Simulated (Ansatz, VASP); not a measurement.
## One calculation of TiB2, two programs

INCAR

```
SYSTEM = TiB2
PREC     = Accurate       ! precision mode
ENCUT    = 600            ! plane-wave cutoff, eV
EDIFF    = 1E-7           ! SCF threshold, eV
ISMEAR   = 1              ! smearing method
SIGMA    = 0.1            ! smearing width, eV
LREAL    = .False.        ! projectors in reciprocal space
LASPH    = .True.         ! aspherical terms in the spheres
NELM     = 100            ! most SCF steps
ALGO     = Normal         ! electronic algorithm
ISIF     = 3              ! what is computed and relaxed
LWAVE    = .False.        ! write WAVECAR
LCHARG   = .False.        ! write CHGCAR
GGA      = PE             ! functional
IBRION   = 2              ! ionic algorithm
NSW      = 80             ! ionic steps
EDIFFG   = -0.005         ! ionic threshold
```

The input KPOINTS:

```
Automatic mesh
0
Gamma
  15 15 12
  0 0 0
```

POSCAR

```
TiB2
1.0
    3.0259273000      0.0000000000      0.0000000000
   -1.5129637000      2.6205299000      0.0000000000
    0.0000000000      0.0000000000      3.2287677000
Ti B
1 2
Direct
    0.0000000000      0.0000000000      0.0000000000
    0.3333333300      0.6666666700      0.5000000000
    0.6666666700      0.3333333300      0.5000000000
```

Input for Ansatz:

```yaml
crystal:
  lattice:
    - [3.0259273, 0.0, 0.0]
    - [-1.5129637, 2.6205299, 0.0]
    - [0.0, 0.0, 3.2287677]
  atoms:
    - { symbol: Ti, position: [0.0, 0.0, 0.0] }
    - { symbol: B, position: [0.33333333, 0.66666667, 0.5] }
    - { symbol: B, position: [0.66666667, 0.33333333, 0.5] }
basis:
  ecutwfc: 420
  xc_grid: 2
hamiltonian:
  xc: pbe
  pseudopotentials: { kind: paw, azcp: { folder: soft_1 } }
kpoints:
  mp_grid: { grid: [15, 15, 12] }
scf:
  occupations: { method: methfessel_paxton, width: 0.1 }
  max_iter: 120
relax:
  f_tol: 0.005
  max_steps: 60
  cell: {}
output:
  forces: true
  stress: true
checkpoint:
  write: "../cell.run"
  compress: false
  write_wavefunctions: false
  write_every: 100000
```

Alike in both runs: task relaxation of cell and atoms; functional PBE; k mesh 15 × 15 × 12; occupations methfessel-paxton of order 1, width 0.1 eV; no spin polarisation.

```csv
,VASP,Ansatz
version,VASP 6.6.1,Ansatz 0.2.0
potentials or method,"VASP PAW PBE potentials, release 64 (Ti_sv, B), cutoff 600 eV",plane-wave PAW DFT
valence electrons in the cell,18,18
```

```tsv
	VASP	Ansatz	Ansatz less VASP
relaxed volume (Å³/atom)	8.56	8.55	-0.007
relaxed cell length with the largest relative difference (Å)	3.225	3.224	-0.0011
```
